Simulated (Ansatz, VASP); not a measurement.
## One calculation of Hf, two programs

```
CELL_PARAMETERS angstrom
3.08036 0.00000 -0.00390
-1.54018 2.66767 0.00390
-1.54357 0.89118 2.62877
ATOMIC_POSITIONS crystal
Hf 0.00000 0.00000 0.00000
```

Change from the starting cell: band edges of the strained film's bulk.

Alike in both runs: task single point; functional r2SCAN; k mesh 12 × 12 × 13; occupations gaussian, width 0.1 eV; no spin polarisation.

|  | VASP | Ansatz |
| --- | --- | --- |
| version | VASP 6.6.1 | Ansatz 0.2.0 |
| potentials or method | VASP PAW PBE potentials, release 64 (Hf_pv), cutoff 520 eV | scalar-relativistic, plane waves, PAW |
| valence electrons in the cell | 10 | 26 |

```tsv
	VASP	Ansatz	Ansatz less VASP
gap on the k mesh at the Fermi level (eV)	none	none	-
pressure (GPa)	3.9	4.4	+0.51
traceless stress, the component that is largest in VASP (GPa)	-4.52	-4.45	+0.077
```

VASP's potentials were made for PBE, not for r2SCAN. A gap of «none» marks a metal or a gap that the smearing closes. VASP's potentials hold 10 valence electrons a cell and Ansatz's 26, so a difference there can come from the potentials and not from the codes.

Neither program's run includes spin-orbit coupling.
